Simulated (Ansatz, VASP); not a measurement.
## TaN in VASP and in Ansatz

```xyz
2
Lattice="0.0000 2.2077 2.2077 2.2077 0.0000 2.2077 2.2077 2.2077 0.0000" Properties=species:S:1:pos:R:3 pbc="T T T"
Ta    2.2077    2.2077    2.2077
N     0.0000    0.0000    0.0000
```

Change from the starting cell: volume scaled by 1.04.

Alike in both runs: task single point; functional PBEsol; k mesh 9 × 9 × 9; occupations fermi-dirac, width 0.02 eV; no spin polarisation.

|  | VASP | Ansatz |
| --- | --- | --- |
| version | VASP 6.6.1 | Ansatz 0.2.0 |
| potentials or method | VASP PAW PBE potentials, release 64 (Ta_pv, N), cutoff 520 eV | all-electron LAPW, scalar-relativistic |

```tsv
	VASP	Ansatz	Ansatz less VASP
pressure (GPa)	-8.4	-9.1	-0.78
```

VASP's potentials were made for PBE, not for PBEsol. Ansatz ran all-electron here, and VASP with PAW potentials.

Neither program's run includes spin-orbit coupling.
